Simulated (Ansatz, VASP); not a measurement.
**Rh in VASP and in Ansatz**

```
Rh
1.0
     0.00000    1.95860    1.90155
     1.95860    0.00000    1.90155
     1.95860    1.95860    0.00000
Rh
1
Cartesian
  0.0000 0.0000 0.0000
```

Change from the starting cell: equal xx and yy strain of +3 %.

Alike in both runs: task single point; functional PBEsol; k mesh 16 × 16 × 16; occupations fermi-dirac, width 0.08 eV; no spin polarisation.

|  | VASP | Ansatz |
| --- | --- | --- |
| version | VASP 6.6.1 | Ansatz 0.2.0 |
| potentials or method | VASP PAW PBE potentials, release 64 (Rh_pv), cutoff 520 eV | all-electron LAPW, scalar-relativistic |

|  | VASP | Ansatz | Ansatz less VASP |
| --- | --- | --- | --- |
| pressure (GPa) | -18.4 | -18.4 | +0.05 |
| traceless stress, the component that is largest in VASP (GPa) | 3.93 | 3.94 | +0.014 |

VASP's potentials were made for PBE, not for PBEsol. Ansatz ran all-electron here, and VASP with PAW potentials.
